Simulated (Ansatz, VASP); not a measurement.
SiC: VASP beside Ansatz

POSCAR

```
SiC
1.0
    3.0760000000      0.0000000000      0.0000000000
   -1.5380000000      2.6638941420      0.0000000000
    0.0000000000      0.0000000000      5.0480000000
Si C
2 2
Direct
    0.6666666667      0.3333333333      0.5000000000
    0.3333333333      0.6666666667      0.0000000000
    0.6666666667      0.3333333333      0.8850000000
    0.3333333333      0.6666666667      0.3850000000
```

The input INCAR.step1:

```
ALGO = Normal
EDIFF = 1E-5
ENCUT = 520
GGA = PE
ISIF = 2
ISMEAR = -1
LASPH = True
LREAL = False
LWAVE = True
NBANDS = 16
NELM = 60
PREC = Accurate
SIGMA = 0.05
```

Contents of INCAR.step2:

```
AEXX = 1.0
AGGAC = 0.0
ALDAC = 0.0
ALGO = Normal
EDIFF = 1E-6
ENCUT = 520
GGA = PE
ISIF = 2
ISMEAR = -1
ISTART = 1
LASPH = True
LCHARG = True
LELF = True
LHFCALC = True
LREAL = False
LVHAR = True
LWAVE = False
NBANDS = 16
NELM = 60
PREC = Accurate
PRECFOCK = Normal
SIGMA = 0.05
```

KPOINTS

```
k-points
0
Gamma
  5 5 3
```

input.yaml

```yaml
crystal:
  lattice:
    - [3.076, 0.0, 0.0]
    - [-1.538, 2.663894142, 0.0]
    - [0.0, 0.0, 5.048]
  atoms:
    - { symbol: Si, position: [0.6666666667, 0.3333333333, 0.5] }
    - { symbol: Si, position: [0.3333333333, 0.6666666667, 0.0] }
    - { symbol: C, position: [0.6666666667, 0.3333333333, 0.885] }
    - { symbol: C, position: [0.3333333333, 0.6666666667, 0.385] }
hamiltonian:
  xc: hf
  pseudopotentials: { kind: paw }
kpoints:
  mp_grid: { grid: [5, 5, 3] }
  band_path:
    path:
      - [[0.0, 0.0, 0.0], [0.5, 0.0, 0.0], [0.3333333333, 0.3333333333, 0.0], [0.0, 0.0, 0.0], [0.0, 0.0, 0.5], [0.5, 0.0, 0.5], [0.3333333333, 0.3333333333, 0.5], [0.0, 0.0, 0.5]]
      - [[0.5, 0.0, 0.5], [0.5, 0.0, 0.0]]
      - [[0.3333333333, 0.3333333333, 0.0], [0.3333333333, 0.3333333333, 0.5]]
    npoints: 4
scf:
  occupations: { method: fermi_dirac, width: 0.05 }
  n_extra_bands: 10
output:
  forces: true
  stress: true
  eigenvalues: true
  fatbands: false
  write_density: true
  write_potential: true
  elf: true
  volumetric_format: npy
```

Alike in both runs: functional HF; k mesh 5 × 5 × 3; occupations fermi-dirac, width 0.05 eV; no spin polarisation.

|  | VASP | Ansatz |
| --- | --- | --- |
| version | VASP 6.6.1 | Ansatz 0.2.0 |
| potentials or method | VASP PAW PBE potentials, release 64 (Si, C) | Ansatz PAW |
| plane-wave cutoff (eV) | 520 | 420 |
| valence electrons in the cell | 16 | 16 |
| task | single point | band structure |

Ansatz gave:

```
gap on the k mesh at the Fermi level (eV)                     : 10.31
pressure (GPa)                                                : 1.9
traceless stress, the component that is largest in VASP (GPa) : -3.15
rms of the force components (eV/Å)                            : 0.500
```

Question: What did VASP give for the same quantities?

Answer: gap on the k mesh at the Fermi level (eV): 10.42; pressure (GPa): 0.5; traceless stress, the component that is largest in VASP (GPa): -2.83; rms of the force components (eV/Å): 0.500.

VASP's potentials were made for PBE, not for HF. Atom by atom the forces differ by 0.000 eV/Å (rms over components).

The k mesh is coarse, so the values compare programs but aren't converged.
